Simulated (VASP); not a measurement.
# Si3Ge (Fm-3m) in VASP: notebook

The runs below take Si3Ge through single point, relaxation of cell and atoms, with PBE.

Everything below comes from runs of VASP 6.6.1. Logs are shortened: lines on timing, memory, paths and dates and some standing lists are left out, and cuts for length are marked.

### 1 The cell of the first run

The structure is cubic, space group Fm-3m (No. 225). Conventional cell: a = 6.345 Å, b = 6.345 Å, c = 6.345 Å, α = 90.00°, β = 90.00°, γ = 90.00°. Within 3.6 Å of Si (site symmetry -43m) lie 10 Si at 2.75 to 3.17 Å and 4 Ge at 2.75 Å. Within 3.6 Å of Si (site symmetry m-3m) lie 8 Si at 2.75 Å and 6 Ge at 3.17 Å. Ge (site symmetry m-3m) has 14 Si at 2.75 to 3.17 Å within 3.6 Å.

### 2 Single point, PBE

INCAR reads:

```
  ALGO = Normal
  EDIFF = 1E-7
  ENCUT = 520
  GGA = PE
  ISIF = 2
  ISMEAR = 0
  LASPH = T
  LCHARG = F
  LREAL = F
  LWAVE = F
  NBANDS = 21
  NELM = 60
  PREC = Accurate
  SIGMA = 0.1
```

KPOINTS reads:

```
k-points
0
Gamma
  4 4 4
```

POSCAR reads:

```
Si3Ge
1.0
    0.0000000000      3.1725725544      3.1725725544
    3.1725725544      0.0000000000      3.1725725544
    3.1725725544      3.1725725544      0.0000000000
Si Ge
3 1
Direct
    0.7500000000      0.7500000000      0.7500000000
    0.2500000000      0.2500000000      0.2500000000
    0.5000000000      0.5000000000      0.5000000000
    0.0000000000      0.0000000000      0.0000000000
```

Potentials or basis: VASP PAW PBE potentials, release 64 (Si, Ge_d).

Run with:

```sh
> cat potpaw_PBE.64/Si/POTCAR potpaw_PBE.64/Ge_d/POTCAR > POTCAR
> mpirun -np 1 vasp_std > vasp.out
```

OUTCAR:

```text
EDIFF = 1E-7
   ENCUT = 520
   GGA = PE
   ISIF = 2
   ISMEAR = 0
   LASPH = T
   LREAL = F
   NELM = 60
   PREC = Accurate

 ion  position               nearest neighbor table
   1  0.750  0.750  0.750-   3 2.75   3 2.75   3 2.75   3 2.75   4 2.75   4 2.75   4 2.75   4 2.75

   2  0.250  0.250  0.250-   4 2.75   4 2.75   4 2.75   3 2.75   4 2.75   3 2.75   3 2.75   3 2.75

   3  0.500  0.500  0.500-   2 2.75   2 2.75   2 2.75   1 2.75   2 2.75   1 2.75   1 2.75   1 2.75

   4  0.000  0.000  0.000-   1 2.75   1 2.75   1 2.75   1 2.75   2 2.75   2 2.75   2 2.75   2 2.75

  LATTYP: Found a face centered cubic cell.
 ALAT       =     6.3451451088

  Lattice vectors:

 A1 = (   0.0000000000,   3.1725725544,   3.1725725544)
 A2 = (   3.1725725544,   0.0000000000,   3.1725725544)
 A3 = (   3.1725725544,   3.1725725544,   0.0000000000)

Analysis of symmetry for initial positions (statically):
=====================================================================
 Subroutine PRICEL returns:
 Original cell was already a primitive cell.

 Routine SETGRP: Setting up the symmetry group for a
 face centered cubic supercell.

 Subroutine GETGRP returns: Found 48 space group operations
[... 9 lines left out ...]

 Routine SETGRP: Setting up the symmetry group for a
 face centered cubic supercell.

 Subroutine GETGRP returns: Found 48 space group operations
[... 11 lines left out ...]
                                     Primitive cell

  volume of cell :      63.8653

  direct lattice vectors                    reciprocal lattice vectors
     0.000000000  3.172572554  3.172572554    -0.157600809  0.157600809  0.157600809
     3.172572554  0.000000000  3.172572554     0.157600809 -0.157600809  0.157600809
     3.172572554  3.172572554  0.000000000     0.157600809  0.157600809 -0.157600809

  length of vectors
     4.486695134  4.486695134  4.486695134     0.272972608  0.272972608  0.272972608

  position of ions in fractional coordinates (direct lattice)
     0.750000000  0.750000000  0.750000000
     0.250000000  0.250000000  0.250000000
     0.500000000  0.500000000  0.500000000
     0.000000000  0.000000000  0.000000000

  ion indices of the primitive-cell ions
   primitive index   ion index
                 1           1
                 2           2
                 3           3
                 4           4

----------------------------------------------------------------------------------------

 KPOINTS: k-points

Automatic generation of k-mesh.
 Grid dimensions read from file:
 generate k-points for:    4    4    4

 Generating k-lattice:

  Cartesian coordinates                     Fractional coordinates (reciprocal lattice)
    -0.039400202  0.039400202  0.039400202     0.250000000  0.000000000  0.000000000
     0.039400202 -0.039400202  0.039400202     0.000000000  0.250000000  0.000000000
     0.039400202  0.039400202 -0.039400202     0.000000000  0.000000000  0.250000000

  Length of vectors
     0.068243152  0.068243152  0.068243152

  Shift w.r.t. Gamma in fractional coordinates (k-lattice)
     0.000000000  0.000000000  0.000000000

 Subroutine IBZKPT returns following result:
 ===========================================

 Found      8 irreducible k-points:

 Following reciprocal coordinates:
            Coordinates               Weight
  0.000000  0.000000  0.000000      1.000000
  0.250000  0.000000  0.000000      8.000000
  0.500000  0.000000  0.000000      4.000000
  0.250000  0.250000  0.000000      6.000000
  0.500000  0.250000  0.000000     24.000000
 -0.250000  0.250000  0.000000     12.000000
  0.500000  0.500000  0.000000      3.000000
 -0.250000  0.500000  0.250000      6.000000
   k-points           NKPTS =      8   k-points in BZ     NKDIM =      8   number of bands    NBANDS=     21
   number of dos      NEDOS =    301   number of ions     NIONS =      4
   total plane-waves  NPLWV =  46656
   dimension x,y,z NGX =    36 NGY =   36 NGZ =   36
   dimension x,y,z NGXF=    72 NGYF=   72 NGZF=   72
   ions per type =               3   1
   NGX,Y,Z   is equivalent  to a cutoff of  13.34, 13.34, 13.34 a.u.
   NGXF,Y,Z  is equivalent  to a cutoff of  26.68, 26.68, 26.68 a.u.
 SYSTEM =  unknown system
   PREC   = accura    normal or accurate (medium, high low for compatibility)
   ISTART =      0    job   : 0-new  1-cont  2-samecut
   ICHARG =      2    charge: 1-file 2-atom 10-const
   ISPIN  =      1    spin polarized calculation?
   LNONCOLLINEAR =      F non collinear calculations
   LSORBIT =      F    spin-orbit coupling
   LASPH  =      T    aspherical Exc in radial PAW
   ENCUT  =  520.0 eV  38.22 Ry    6.18 a.u.   8.34  8.34  8.34*2*pi/ulx,y,z
   NELM   =     60;   NELMIN=  2; NELMDL= -5     # of ELM steps
   EDIFF  = 0.1E-06   stopping-criterion for ELM
   LREAL  =      F    real-space projection
   EDIFFG = 0.1E-05   stopping-criterion for IOM
   NSW    =      0    number of steps for IOM
   IBRION =     -1    ionic relax: 0-MD 1-quasi-New 2-CG
   NFREE  =      0    steps in history (QN), initial steepest desc. (CG)
   ISIF   =      2    stress and relaxation
   ISYM   =      2    0-nonsym 1-usesym 2-fastsym
   POTIM  = 0.5000    time-step for ionic-motion
   TEBEG  =    0.0;   TEEND  =   0.0 temperature during run
   PSTRESS=    0.0 pullay stress
   NELECT =      26.0000    total number of electrons
   NUPDOWN=      -1.0000    fix difference up-down
   EMIN   =  10.00;   EMAX   =-10.00  energy-range for DOS
   EFERMI =   0.00;   METHOD = LEGACY
   ISMEAR =     0;   SIGMA  =   0.10  broadening in eV -4-tet -1-fermi 0-gaus
   EFERMI_NEDOS =   21; number of points for ismear=-14 and -15
   IALGO  =     38    algorithm
   IMIX   =      4    mixing-type and parameters
     AMIX     =   0.40;   BMIX     =  1.00
     AMIX_MAG =   1.60;   BMIX_MAG =  1.00
  volume/ion in A,a.u.               =      15.97       107.75
  Fermi-wavevector in a.u.,A,eV,Ry     =   1.213327  2.292855 20.029972  1.472161
  Thomas-Fermi vector in A             =   2.348782
   LORBIT       =      0    0 simple, 1 ext, 2 COOP (PROOUT), +10 PAW based schemes
   GGA     = PE    functional components
   LHFCALC =     F    Hartree Fock is set to
   AEXX    =    0.0000 exact exchange contribution
   IVDW    =     0    specifies the selected vdW correction
   LEPSILON=     F    determine dielectric tensor
   LRPA    =     F    only Hartree local field effects (RPA)
 non-spin polarized calculation
 Gauss-broadening in eV      SIGMA  =   0.10
  energy-cutoff  :      520.00
  volume of cell :       63.87
 maximum number of plane-waves:      1759
 NGX is ok and might be reduce to    36
   NGX = 17   NGY = 17   NGZ = 17

 number of electron      26.0000002 magnetization

 Free energy of the ion-electron system (eV)
  ---------------------------------------------------
  ext. energy  EPLUGINS =         0.00000000
  ---------------------------------------------------
  free energy    TOTEN  =       -18.74839066 eV

  energy without entropy =      -18.73070570  energy(sigma->0) =      -18.73954818

 E-fermi :   8.5063     XC(G=0): -11.1429

 val. band max:        8.4595815052   @ k =   0.5000   0.2500   0.0000
 cond. band min:       8.6819855855   @ k =   0.2500   0.0000   0.0000
 fundamental gap:      0.2224040804
 Fermi energy:         8.5063037347

 k-point     1 :       0.0000    0.0000    0.0000
  band No.  band energies     occupation
      1     -15.9198      2.00000
      2     -15.9198      2.00000
      3     -15.9198      2.00000
      4     -15.9060      2.00000
      5     -15.9060      2.00000
      6      -4.9913      2.00000
[... 13 lines left out ...]
     20      11.7531      0.00000
     21      19.2638      0.00000

 k-point     2 :       0.2500    0.0000    0.0000
  band No.  band energies     occupation
      1     -15.9198      2.00000
      2     -15.9190      2.00000
      3     -15.9190      2.00000
      4     -15.9060      2.00000
      5     -15.9060      2.00000
      6      -4.3113      2.00000
[... 13 lines left out ...]
     20      14.5850      0.00000
     21      15.3713      0.00000

 k-point     3 :       0.5000    0.0000    0.0000
  band No.  band energies     occupation
      1     -15.9199      2.00000
      2     -15.9182      2.00000
      3     -15.9182      2.00000
      4     -15.9059      2.00000
      5     -15.9059      2.00000
      6      -2.4585      2.00000
[... 13 lines left out ...]
     20      16.2648      0.00000
     21      16.6291      0.00000

 k-point     4 :       0.2500    0.2500    0.0000
  band No.  band energies     occupation
      1     -15.9209      2.00000
      2     -15.9181      2.00000
      3     -15.9181      2.00000
      4     -15.9068      2.00000
      5     -15.9053      2.00000
      6      -4.0849      2.00000
[... 13 lines left out ...]
     20      15.6220      0.00000
     21      15.6220      0.00000

 k-point     5 :       0.5000    0.2500    0.0000
  band No.  band energies     occupation
      1     -15.9204      2.00000
      2     -15.9178      2.00000
      3     -15.9173      2.00000
      4     -15.9068      2.00000
      5     -15.9053      2.00000
      6      -2.5188      2.00000
[... 13 lines left out ...]
     20      15.7327      0.00000
     21      16.2984      0.00000

 k-point     6 :      -0.2500    0.2500    0.0000
  band No.  band energies     occupation
      1     -15.9193      2.00000
      2     -15.9188      2.00000
      3     -15.9180      2.00000
      4     -15.9060      2.00000
      5     -15.9060      2.00000
      6      -3.1854      2.00000
[... 13 lines left out ...]
     20      15.4190      0.00000
     21      17.4672      0.00000

 k-point     7 :       0.5000    0.5000    0.0000
  band No.  band energies     occupation
      1     -15.9219      2.00000
      2     -15.9164      2.00000
      3     -15.9164      2.00000
      4     -15.9077      2.00000
      5     -15.9047      2.00000
      6      -1.5607      2.00000
[... 13 lines left out ...]
     20      14.9134      0.00000
     21      15.8024      0.00000

 k-point     8 :      -0.2500    0.5000    0.2500
  band No.  band energies     occupation
      1     -15.9192      2.00000
      2     -15.9192      2.00000
      3     -15.9164      2.00000
      4     -15.9070      2.00000
      5     -15.9054      2.00000
      6      -0.9836      2.00000
[... 13 lines left out ...]
     20      14.6685      0.00000
     21      14.9425      0.00000

------------------------ aborting loop because EDIFF is reached ----------------------------------------

  FORCE on cell =-STRESS in cart. coord.  units (eV):
  Direction    XX          YY          ZZ          XY          YZ          ZX
  --------------------------------------------------------------------------------------
  -------------------------------------------------------------------------------------
  Total       -0.0028924     -0.0028924     -0.0028924      0.0000000     -0.0000000      0.0000000
  in kB       -0.0725615     -0.0725615     -0.0725615      0.0000000     -0.0000000      0.0000000
  external PRESSURE =      -0.0725615 kB  Pullay stress =       0.0000000 kB

 VOLUME and BASIS-vectors are now :
 -----------------------------------------------------------------------------
  energy-cutoff  :      520.00
  volume of cell :       63.87
      direct lattice vectors                 reciprocal lattice vectors
     0.000000000  3.172572554  3.172572554    -0.157600809  0.157600809  0.157600809
     3.172572554  0.000000000  3.172572554     0.157600809 -0.157600809  0.157600809
     3.172572554  3.172572554  0.000000000     0.157600809  0.157600809 -0.157600809

 POSITION                                       TOTAL-FORCE (eV/Angst)
 -----------------------------------------------------------------------------------
      4.75886      4.75886      4.75886        -0.000000     -0.000000     -0.000000
      1.58629      1.58629      1.58629         0.000000      0.000000      0.000000
      3.17257      3.17257      3.17257        -0.000000     -0.000000     -0.000000
      0.00000      0.00000      0.00000        -0.000000     -0.000000     -0.000000
 -----------------------------------------------------------------------------------
    total drift:                               -0.000000      0.000000      0.000000

  FREE ENERGIE OF THE ION-ELECTRON SYSTEM (eV)
  ---------------------------------------------------
  free  energy   TOTEN  =       -18.7483906617 eV

  energy  without entropy=      -18.7307057044  energy(sigma->0) =      -18.73954818
```

It took 6.5 s on 1 thread of Intel Xeon 6975P-C (Granite Rapids), shared host; peak memory 0.19 GiB.

Results:

- Free energy: -18.7484 eV
- Pressure: 0.0 GPa
- Band gap on the k mesh: zero (band 13 reaches 11.60 eV, above the bottom of band 14 at 6.36 eV)

Caveat: the k points lie up to 0.43 Å⁻¹ apart.

(Continued in part 2 of 2.)
